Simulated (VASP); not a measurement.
# Si (a cell with a defect) in VASP: single point with PBE

Aim: the single point of Si (a cell with a defect) with PBE.

Program: VASP 6.6.1. These are calculated values, not measurements. Logs are shortened: lines on timing, memory, paths and dates and some standing lists are left out, and cuts for length are marked.

## 1. The cell of the first run

The cell holds a defect, 63 atoms: a = 10.860 Å, b = 10.860 Å, c = 10.860 Å, α = 90.00°, β = 90.00°, γ = 90.00°.

## 2. Single point, PBE

INCAR reads:

```
  PREC = Accurate
  ENCUT = 520
  EDIFF = 1E-6
  ISMEAR = -1
  SIGMA = 0.05
  LREAL = Auto
  LASPH = T
  NELM = 80
  ALGO = Normal
  ISIF = 2
  LWAVE = F
  LCHARG = F
  GGA = PE
  NBANDS = 163
```

KPOINTS reads:

```
regular mesh
0
Gamma
  1 1 1
```

POSCAR reads:

```
Si
1.0
   10.8600000000      0.0000000000      0.0000000000
    0.0000000000     10.8600000000      0.0000000000
    0.0000000000      0.0000000000     10.8600000000
Si
63
Direct
    0.5021306630     -0.0172562615      0.0173883057
    0.6258606814      0.1248744936      0.1250301105
    0.7511964088      0.2499541436     -0.0011883978
    0.8729680479      0.3771040516      0.1253630755
    0.7500009208      0.0007378453      0.2502902394
    0.8750803867      0.1260693370      0.3765082873
    0.0042911602     -0.0023554328      0.0024890424
    0.1343899632      0.1156818600      0.1294083794
    0.2524250460      0.2457811234      0.0024869245
    0.3752511050      0.3750244015      0.1253139963
    0.5002290976      0.5000663904     -0.0006067219
    0.6078717311      0.6421977901      0.1231173112
    0.7500006446      0.7498427256     -0.0006063536
    0.8750453039      0.8748181400      0.1253139042
    0.2673318600     -0.0172627993      0.2521977901
    0.3749687845      0.1248741252      0.3759252302
    0.4999456722      0.2499212707      0.2500088398
    0.6227752302      0.3791623389      0.3728372928
    0.7408129834      0.5092585635      0.2459178637
    0.8709095764      0.6272939227      0.3728395948
    0.5002294659      0.0007383978      0.5000656538
    0.6264493554      0.1260685083      0.6251448435
    0.7486683241      0.2533023020      0.4987305709
    0.8748958564      0.3751736648      0.6249585635
    0.7511952118      0.0013234807      0.7501781768
    0.8784300184      0.1235380295      0.8765949355
    0.0001123389      0.4988764273     -0.0011936464
    0.1251926335      0.6242058011      0.1250300184
    0.2673369245      0.7479321363      0.0173999079
    0.4376771639      0.8123661142      0.1877550645
    0.0022320442      0.2478402394      0.2499589319
    0.1240035912      0.3749863720      0.3765134438
    0.2493288214      0.5000663904      0.2502902394
    0.3730502762      0.6422036832      0.3579282689
    0.6078775322      0.8770128913      0.3579404236
    0.0001130755      0.0013262431      0.5012560773
    0.1265313076      0.1235388582      0.6284916206
    0.2487493554      0.2499546961      0.5012585635
    0.3753018416      0.3771076427      0.6230260589
    0.4958549724      0.5092638122      0.4908691529
    0.6227762431      0.6272948435      0.6209705341
    0.7408178637      0.7542155617      0.4908794659
    0.8729712707      0.8747713628      0.6230329650
    0.2524258748     -0.0023546041      0.7543519337
    0.3793456722      0.1156872007      0.8844458564
    0.4998977901      0.2478439227      0.7522899632
    0.6264512891      0.3749870166      0.8740658379
    0.7486687845      0.5014014733      0.7468303867
    0.8750808471      0.6236243094      0.8740632597
    0.0001478821      0.7501229282      0.2500086556
    0.1251923573      0.8751024862      0.3759254144
   -0.0032309392      0.5014009208      0.4987324125
    0.1240026703      0.6236219153      0.6251458564
    0.2493292818      0.7498427256      0.5000646409
    0.3752512891      0.8748181400      0.6251078269
    0.0003035912      0.2497653775      0.7503665746
    0.1265304788      0.3716406998      0.8765931860
    0.2487468692      0.4988751381      0.7501767956
    0.3749686004      0.6242060773      0.8752572744
    0.4999455801      0.7501228361      0.7502106814
    0.6258606814      0.8751024862      0.8752566298
    0.0022350829      0.7501755064      0.7522967772
    0.1343942910      0.8707250460      0.8844558932
```

Potentials or basis: VASP PAW PBE potentials, release 64 (Si).

Started as:

```
$ cat potpaw_PBE.64/Si/POTCAR > POTCAR
$ mpirun -np 1 vasp_gam > vasp.out
```

OUTCAR:

```text
PREC = Accurate
   ENCUT = 520
   EDIFF = 1E-6
   ISMEAR = -1
   LREAL = Auto
   LASPH = T
   NELM = 80
   ISIF = 2
   GGA = PE

 ion  position               nearest neighbor table
   1  0.502  0.983  0.017-   2 2.36  61 2.36  45 2.44  30 2.71
   2  0.626  0.125  0.125-   5 2.34   1 2.36  17 2.36   3 2.36
   3  0.751  0.250  0.999-  47 2.35   4 2.35  26 2.36   2 2.36
   4  0.873  0.377  0.125-   3 2.35  27 2.35  31 2.40  19 2.42
   5  0.750  0.001  0.250-   2 2.34  35 2.36  14 2.36   6 2.36
   6  0.875  0.126  0.377-  36 2.35  31 2.35  23 2.36   5 2.36
[... 21 lines left out ...]
  28  0.125  0.624  0.125-  33 2.34  29 2.36  50 2.36  27 2.36
  29  0.267  0.748  0.017-  59 2.36  28 2.36  63 2.44  30 2.71
  30  0.438  0.812  0.188-  34 2.71  12 2.71  35 2.71  29 2.71  15 2.71   1 2.71
  31  0.002  0.248  0.250-   6 2.35  32 2.35   4 2.40   8 2.42
  32  0.124  0.375  0.377-  38 2.35  31 2.35  52 2.36  33 2.36
  33  0.249  0.500  0.250-  28 2.34  34 2.36  10 2.36  32 2.36
  34  0.373  0.642  0.358-  54 2.36  33 2.36  40 2.44  30 2.71
  35  0.608  0.877  0.358-   5 2.36  21 2.36  42 2.44  30 2.71
  36  0.000  0.001  0.501-   6 2.35  43 2.35  37 2.36  51 2.36
[... 25 lines left out ...]
  62  0.002  0.750  0.752-  49 2.35  53 2.35  43 2.40  63 2.42
  63  0.134  0.871  0.884-   7 2.35  44 2.35  62 2.42  29 2.44

  LATTYP: Found a simple cubic cell.
 ALAT       =    10.8600000000

  Lattice vectors:

 A1 = (  10.8600000000,   0.0000000000,   0.0000000000)
 A2 = (   0.0000000000,  10.8600000000,   0.0000000000)
 A3 = (   0.0000000000,   0.0000000000,  10.8600000000)

Analysis of symmetry for initial positions (statically):
=====================================================================
 Subroutine PRICEL returns:
 Original cell was already a primitive cell.

 Routine SETGRP: Setting up the symmetry group for a
 simple cubic supercell.

 Subroutine GETGRP returns: Found  1 space group operations
 (whereof  1 operations were pure point group operations)
 out of a pool of 48 trial point group operations.

The static configuration has the point symmetry C_1 .

Analysis of symmetry for dynamics (positions and initial velocities):
=====================================================================
 Subroutine PRICEL returns:
 Original cell was already a primitive cell.

 Routine SETGRP: Setting up the symmetry group for a
 simple cubic supercell.

 Subroutine GETGRP returns: Found  1 space group operations
 (whereof  1 operations were pure point group operations)
 out of a pool of 48 trial point group operations.

The dynamic configuration has the point symmetry C_1 .

 Subroutine INISYM returns: Found  1 space group operations
 (whereof  1 operations are pure point group operations),
 and found     1 'primitive' translations

----------------------------------------------------------------------------------------

                                     Primitive cell

  volume of cell :    1280.8241

  direct lattice vectors                    reciprocal lattice vectors
    10.860000000  0.000000000  0.000000000     0.092081031  0.000000000  0.000000000
     0.000000000 10.860000000  0.000000000     0.000000000  0.092081031  0.000000000
     0.000000000  0.000000000 10.860000000     0.000000000  0.000000000  0.092081031

  length of vectors
    10.860000000 10.860000000 10.860000000     0.092081031  0.092081031  0.092081031

  position of ions in fractional coordinates (direct lattice)
     0.502130663  0.982743738  0.017388306
     0.625860681  0.124874494  0.125030110
     0.751196409  0.249954144  0.998811602
     0.872968048  0.377104052  0.125363075
     0.750000921  0.000737845  0.250290239
     0.875080387  0.126069337  0.376508287
[... 55 lines left out ...]
     0.002235083  0.750175506  0.752296777
     0.134394291  0.870725046  0.884455893

  ion indices of the primitive-cell ions
   primitive index   ion index
                 1           1
                 2           2
                 3           3
                 4           4
                 5           5
                 6           6
[... 55 lines left out ...]
                62          62
                63          63

----------------------------------------------------------------------------------------

 KPOINTS: regular mesh

Automatic generation of k-mesh.
 Grid dimensions read from file:
 generate k-points for:    1    1    1

 Generating k-lattice:

  Cartesian coordinates                     Fractional coordinates (reciprocal lattice)
     0.092081031  0.000000000  0.000000000     1.000000000  0.000000000  0.000000000
     0.000000000  0.092081031  0.000000000     0.000000000  1.000000000  0.000000000
     0.000000000  0.000000000  0.092081031     0.000000000  0.000000000  1.000000000

  Length of vectors
     0.092081031  0.092081031  0.092081031

  Shift w.r.t. Gamma in fractional coordinates (k-lattice)
     0.000000000  0.000000000  0.000000000

 Subroutine IBZKPT returns following result:
 ===========================================

 Found      1 irreducible k-points:

 Following reciprocal coordinates:
            Coordinates               Weight
  0.000000  0.000000  0.000000      1.000000
   k-points           NKPTS =      1   k-points in BZ     NKDIM =      1   number of bands    NBANDS=    163
   number of dos      NEDOS =    301   number of ions     NIONS =     63
   total plane-waves  NPLWV = 592704
   dimension x,y,z NGX =    84 NGY =   84 NGZ =   84
   dimension x,y,z NGXF=   168 NGYF=  168 NGZF=  168
   ions per type =              63
   NGX,Y,Z   is equivalent  to a cutoff of  12.86, 12.86, 12.86 a.u.
   NGXF,Y,Z  is equivalent  to a cutoff of  25.72, 25.72, 25.72 a.u.
 SYSTEM =  unknown system
   PREC   = accura    normal or accurate (medium, high low for compatibility)
   ISTART =      0    job   : 0-new  1-cont  2-samecut
   ICHARG =      2    charge: 1-file 2-atom 10-const
   ISPIN  =      1    spin polarized calculation?
   LNONCOLLINEAR =      F non collinear calculations
   LSORBIT =      F    spin-orbit coupling
   LASPH  =      T    aspherical Exc in radial PAW
   ENCUT  =  520.0 eV  38.22 Ry    6.18 a.u.  20.19 20.19 20.19*2*pi/ulx,y,z
   NELM   =     80;   NELMIN=  2; NELMDL= -5     # of ELM steps
   EDIFF  = 0.1E-05   stopping-criterion for ELM
   LREAL  =      T    real-space projection
   EDIFFG = 0.1E-04   stopping-criterion for IOM
   NSW    =      0    number of steps for IOM
   IBRION =     -1    ionic relax: 0-MD 1-quasi-New 2-CG
   NFREE  =      0    steps in history (QN), initial steepest desc. (CG)
   ISIF   =      2    stress and relaxation
   ISYM   =      2    0-nonsym 1-usesym 2-fastsym
   POTIM  = 0.5000    time-step for ionic-motion
   TEBEG  =    0.0;   TEEND  =   0.0 temperature during run
   PSTRESS=    0.0 pullay stress
   NELECT =     252.0000    total number of electrons
   NUPDOWN=      -1.0000    fix difference up-down
   EMIN   =  10.00;   EMAX   =-10.00  energy-range for DOS
   EFERMI =   0.00;   METHOD = LEGACY
   ISMEAR =    -1;   SIGMA  =   0.05  broadening in eV -4-tet -1-fermi 0-gaus
   EFERMI_NEDOS =   21; number of points for ismear=-14 and -15
   IALGO  =     38    algorithm
   IMIX   =      4    mixing-type and parameters
     AMIX     =   0.40;   BMIX     =  1.00
     AMIX_MAG =   1.60;   BMIX_MAG =  1.00
  volume/ion in A,a.u.               =      20.33       137.20
  Fermi-wavevector in a.u.,A,eV,Ry     =   0.952164  1.799329 12.335269  0.906617
  Thomas-Fermi vector in A             =   2.080702
   LORBIT       =      0    0 simple, 1 ext, 2 COOP (PROOUT), +10 PAW based schemes
   GGA     = PE    functional components
   LHFCALC =     F    Hartree Fock is set to
   AEXX    =    0.0000 exact exchange contribution
   IVDW    =     0    specifies the selected vdW correction
   LEPSILON=     F    determine dielectric tensor
   LRPA    =     F    only Hartree local field effects (RPA)
 non-spin polarized calculation
  energy-cutoff  :      520.00
  volume of cell :     1280.82
 maximum number of plane-waves:     17229
 NGX is ok and might be reduce to    84
   NGX = 41   NGY = 41   NGZ = 41

 number of electron     251.9999993 magnetization

 Free energy of the ion-electron system (eV)
  ---------------------------------------------------
  ext. energy  EPLUGINS =         0.00000000
  ---------------------------------------------------
  free energy    TOTEN  =      -331.85947560 eV

  energy without entropy =     -331.71079688  energy(sigma->0) =     -331.78513624

 E-fermi :   6.1384     XC(G=0):  -9.3479

 val. band max:        5.5059750098   @ k =   0.0000   0.0000   0.0000
 cond. band min:       6.1398832865   @ k =   0.0000   0.0000   0.0000
 fundamental gap:      0.6339082767
 Fermi energy:         6.1383664648

 k-point     1 :       0.0000    0.0000    0.0000
  band No.  band energies     occupation
      1      -6.1576      2.00000
      2      -5.1093      2.00000
      3      -5.1093      2.00000
      4      -5.0860      2.00000
      5      -5.0860      2.00000
      6      -5.0415      2.00000
[... 130 lines left out ...]
    137       6.8880      0.00000
    138       6.9297      0.00000
 [bands above 138 left out]

------------------------ aborting loop because EDIFF is reached ----------------------------------------

  FORCE on cell =-STRESS in cart. coord.  units (eV):
  Direction    XX          YY          ZZ          XY          YZ          ZX
  --------------------------------------------------------------------------------------
  -------------------------------------------------------------------------------------
  Total        6.8121174      6.8084874      6.8139232      5.7304034      5.7353570     -5.7307539
  in kB        8.5212486      8.5167077      8.5235074      7.1681370      7.1743336     -7.1685755
  external PRESSURE =       8.5204879 kB  Pullay stress =       0.0000000 kB

 VOLUME and BASIS-vectors are now :
 -----------------------------------------------------------------------------
  energy-cutoff  :      520.00
  volume of cell :     1280.82
      direct lattice vectors                 reciprocal lattice vectors
    10.860000000  0.000000000  0.000000000     0.092081031  0.000000000  0.000000000
     0.000000000 10.860000000  0.000000000     0.000000000  0.092081031  0.000000000
     0.000000000  0.000000000 10.860000000     0.000000000  0.000000000  0.092081031

 POSITION                                       TOTAL-FORCE (eV/Angst)
 -----------------------------------------------------------------------------------
      5.45314     10.67260      0.18884         0.001681      0.004064     -0.004000
      6.79685      1.35614      1.35783         0.001654      0.000147      0.000251
      8.15799      2.71450     10.84709        -0.001808      0.000111      0.001999
      9.48043      4.09535      1.36144        -0.000152     -0.000500     -0.004029
      8.14501      0.00801      2.71815        -0.000078      0.003599      0.001322
      9.50337      1.36911      4.08888         0.000211      0.000013     -0.000542
[... 55 lines left out ...]
      0.02427      8.14691      8.16994         0.000567     -0.002359     -0.000155
      1.45952      9.45607      9.60519         0.001274      0.003957      0.002282
 -----------------------------------------------------------------------------------
    total drift:                               -0.001479      0.001650      0.014713

  FREE ENERGIE OF THE ION-ELECTRON SYSTEM (eV)
  ---------------------------------------------------
  free  energy   TOTEN  =      -331.8594755972 eV

  energy  without entropy=     -331.7107968778  energy(sigma->0) =     -331.78513624
```

It took 8.8 min on 1 thread of Intel Xeon Platinum 8488C (Sapphire Rapids), shared host; peak memory 1 GiB.

Results:

```
Free energy            : -331.8595 eV
Pressure               : 0.9 GPa
Largest force          : 0.008 eV/Å
Band gap on the k mesh : zero (filled and empty bands touch)
```

Forces on the atoms (eV/Å):
```
Si   0.002  0.004 -0.004
Si   0.002  0.000  0.000
Si  -0.002  0.000  0.002
Si   0.000 -0.001 -0.004
Si   0.000  0.004  0.001
Si   0.000  0.000 -0.001
Si   0.003 -0.002  0.001
Si   0.002 -0.002 -0.004
Si   0.002 -0.003  0.002
Si  -0.004 -0.001 -0.005
Si   0.002  0.000 -0.004
Si   0.005 -0.005  0.002
Si   0.000 -0.002 -0.004
Si   0.000  0.003 -0.005
Si  -0.005  0.005  0.002
Si   0.000  0.001  0.003
Si  -0.003 -0.005  0.002
Si   0.000  0.001 -0.001
Si   0.000  0.000  0.001
Si   0.000  0.000  0.000
Si   0.002  0.004  0.000
Si   0.000  0.000  0.000
Si  -0.002  0.003 -0.002
Si  -0.001  0.000 -0.001
Si  -0.002 -0.003  0.000
Si  -0.001  0.002 -0.001
Si   0.001  0.002  0.002
Si   0.000  0.000  0.000
Si  -0.004 -0.002 -0.004
Si   0.000  0.001  0.000
Si   0.000  0.000  0.003
Si   0.000  0.000 -0.001
Si  -0.004  0.000  0.001
Si   0.002 -0.005  0.006
Si   0.005 -0.002  0.006
Si   0.000 -0.003 -0.003
Si  -0.001  0.001 -0.002
Si   0.002  0.000 -0.002
Si  -0.004  0.000  0.000
Si   0.002 -0.001  0.000
Si   0.000  0.000  0.000
Si   0.001 -0.002  0.000
Si   0.000  0.003  0.000
Si   0.002 -0.002  0.002
Si  -0.004 -0.002  0.002
Si   0.003  0.000  0.000
Si   0.000  0.000  0.000
Si  -0.002  0.002 -0.003
Si   0.000  0.000  0.000
Si   0.005  0.003  0.002
Si   0.001  0.000  0.003
Si  -0.003  0.002 -0.002
Si   0.000  0.000  0.000
Si  -0.004 -0.001  0.000
Si  -0.004  0.003  0.000
Si   0.004 -0.003  0.004
Si  -0.001  0.001 -0.001
Si   0.002  0.002  0.001
Si   0.000  0.000  0.000
Si   0.000  0.001  0.005
Si   0.002  0.000  0.000
Si   0.001 -0.002  0.000
Si   0.001  0.004  0.002
```

Stress tensor (GPa, compression positive):
```
 0.85  0.72 -0.72
 0.72  0.85  0.72
-0.72  0.72  0.85
```

Levels at points of the mesh, in eV from the Fermi level:
```tsv
k point	band 123	band 124	band 125	band 126	band 127	band 128
(0.00, 0.00, 0.00)	-0.90	-0.90	-0.63	0.00	0.00	0.26
```

Caveat: the k points lie up to 0.58 Å⁻¹ apart.
